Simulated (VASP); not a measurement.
Input of a VASP 6.6.1 run:

File INCAR:

```
SYSTEM = MnSb
ALGO     = Normal         ! electronic algorithm
EDIFF    = 1E-8           ! SCF threshold, eV
ENCUT    = 520            ! plane-wave cutoff, eV
GGA      = PE             ! functional
ISIF     = 2              ! what is computed and relaxed
ISMEAR   = -1             ! smearing method
ISPIN    = 2              ! spin polarisation
LASPH    = .True.         ! aspherical terms in the spheres
LCHARG   = .False.        ! write CHGCAR
LEFG     = .True.       
LMAXMIX  = 4              ! l up to which the mixer works
LORBIT   = 11             ! projections on sites
LREAL    = .False.        ! projectors in reciprocal space
LWAVE    = .False.        ! write WAVECAR
MAGMOM   = 4 4 0 0        ! initial moments
NBANDS   = 30             ! bands
NELM     = 150            ! most SCF steps
PREC     = Accurate       ! precision mode
SIGMA    = 0.05           ! smearing width, eV
```

The input KPOINTS:

```
k-points
0
Gamma
  9 9 6
  0 0 0
```

The input POSCAR:

```
MnSb
1.0
    4.1299978706      0.0000000000      0.0000000000
   -2.0649989353      3.5766830735      0.0000000000
    0.0000000000      0.0000000000      5.8000000000
Mn Sb
2 2
Direct
    0.0000000000      0.0000000000      0.0000000000
    0.0000000000      0.0000000000      0.5000000000
    0.3333333333      0.6666666667      0.2500000000
    0.6666666667      0.3333333333      0.7500000000
```

Potentials or basis: VASP PAW PBE potentials, release 64 (Mn_pv, Sb).

Command:

```sh
$ cat potpaw_PBE.64/Mn_pv/POTCAR potpaw_PBE.64/Sb/POTCAR > POTCAR
$ mpirun -np 1 vasp_std > vasp.out
```

Question: Predict the pressure.

Answer: -3.0 GPa.

Question: Predict the site moments.

Answer: Mn +3.37; Sb -0.13 μB.

Question: Predict the net moment.

Answer: 6.63 μB per cell.

Stress tensor (GPa, compression positive):
```
-2.46  0.00  0.00
 0.00 -2.46  0.00
 0.00  0.00 -4.14
```

Caveat: the cell stands under tension; without QUAD_EFG the Cq values of the log hold for a quadrupole moment of 1 mb, not for the nuclei; the run started ferromagnetic, and an antiferromagnetic order may lie lower in energy.
